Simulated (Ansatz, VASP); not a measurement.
BiClO in VASP and in Ansatz

```
Bi Cl O
1.0
     3.88551    0.00000    0.00000
     0.00000    3.88551    0.00000
     0.00000    0.00000    7.34890
Bi Cl O
2 2 2
Direct
  0.50000 0.00000 0.33041
  0.00000 0.50000 0.66959
  0.00000 0.50000 0.15209
  0.50000 0.00000 0.84791
  0.00000 0.00000 0.50000
  0.50000 0.50000 0.50000
```

Alike in both runs: functional LDA; k mesh 8 × 8 × 4; no spin polarisation.

Ansatz relaxed the structure, and its values are those at the end. VASP's run is a single point on that final structure, the one shown.

|  | VASP | Ansatz |
| --- | --- | --- |
| version | VASP 6.6.1 | Ansatz 0.2.0 |
| potentials or method | VASP PAW LDA potentials, release 64 (Bi_d, Cl, O) | scalar-relativistic, plane waves, PAW |
| plane-wave cutoff (eV) | 520 | 420 |
| occupations | gaussian, width 0.01 eV | fixed |
| valence electrons in the cell | 56 | 56 |

Ansatz gave:

* gap on the k mesh at the Fermi level (eV): 2.47
* least direct gap on the mesh (eV): 2.81
* pressure (GPa): -2.5
* rms of the force components (eV/Å): 0.001

Task: Which values does VASP return?

Result: gap on the k mesh at the Fermi level (eV): 2.45; least direct gap on the mesh (eV): 2.81; pressure (GPa): -2.2; rms of the force components (eV/Å): 0.028.

LDA's correlation is that of Perdew and Zunger in VASP and of Perdew and Wang (1992) in Ansatz. Ansatz's warnings: stress scf threshold loose.

Spin-orbit coupling is off throughout.
